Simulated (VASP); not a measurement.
# Cu: single point with PBE

Crystal: Cu.

```
CELL_PARAMETERS angstrom
2.34078 0.00000 0.00000
0.00000 2.34078 0.00000
0.00000 0.00000 2.34078
ATOMIC_POSITIONS crystal
Cu 0.00000 0.00000 0.00000
```

This cell differs from its parent crystal: volume scaled by 0.92.

```json
{
  "Program": "VASP 6.6.1",
  "Task": "single point",
  "Functional": "PBE",
  "Potentials or basis": "VASP PAW PBE potentials, release 64 (Cu)",
  "Cutoff": "520 eV",
  "k mesh": "21 × 21 × 21",
  "Occupations": "fermi-dirac, width 0.1 eV",
  "Spin": "no spin polarisation"
}
```

| Item | Value |
| --- | --- |
| Pressure | 11.1 GPa |

Levels at points of the mesh, in eV from the Fermi level:
```tsv
k point	band 3	band 4	band 5	band 6	band 7	band 8	band 9	band 10
(0.00, 0.00, 0.00)	-4.12	-1.32	-1.32	-1.32	18.46	18.46	18.46	22.00
```

Wall time 13 s on 1 thread of Intel(R) Xeon(R) 6975P-C (Granite Rapids) (shared host), peak memory 0.14 GiB.
